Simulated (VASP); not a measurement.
Ge:

```
Ge
1.0
     1.98949   -4.59675    0.00000
     1.98949    4.59675    0.00000
     0.00000    0.00000    3.52506
Ge
3
Direct
  0.67805 0.32195 0.50000
  0.32195 0.67805 0.50000
  0.50000 0.50000 0.00000
```

The cell was generated, and may not be a known phase.

```yaml
Program: VASP 6.6.1
Task: relaxation of cell and atoms
Functional: PBE
Potentials_or_basis: VASP PAW PBE potentials, release 64 (Ge_d)
Cutoff: 600 eV
k_mesh: 6 × 6 × 6
Occupations: gaussian, width 0.1 eV
Spin: no spin polarisation
```

At the start: pressure 12.6 GPa; volume 21.49 Å³/atom.

Q: Where does the relaxation end?

A: Over 10 steps the energy falls by 167.0 meV/atom and the volume is 25.04 Å³/atom (+16.5 %); space group Cmmm (No. 65, to 0.1 Å) before and after.

The path:
| step | energy change (eV) | largest force (eV/Å) | pressure (GPa) | volume (Å³) |
| --- | --- | --- | --- | --- |
| 1 | 0.0000 | 0.0931 | 12.62 | 64.47 |
| 2 | -0.4077 | 0.5175 | -3.02 | 81.45 |
| 3 | -0.4640 | 0.5398 | 0.03 | 75.98 |
| 4 | -0.4639 | 0.5427 | -0.32 | 76.36 |
| 5 | -0.4874 | 0.2679 | -0.45 | 76.39 |
| 6 | -0.4971 | 0.0372 | -0.46 | 76.43 |
| 7 | -0.5002 | 0.0141 | -0.14 | 75.49 |
| 8 | -0.5002 | 0.0026 | 0.21 | 74.87 |
| 9 | -0.5003 | 0.0002 | 0.12 | 75.04 |
| 10 | -0.5010 | 0.0130 | 0.06 | 75.12 |

Final structure:
```
Ge
1.0
     1.97867   -4.89975    0.00000
     1.97867    4.89975    0.00000
     0.00000    0.00000    3.87433
Ge
3
Direct
  0.67199 0.32801 0.50000
  0.32801 0.67199 0.50000
  0.50000 0.50000 0.00000
```

Caveat: the volume moved by over 15 % at a fixed basis, so the end points are rough.
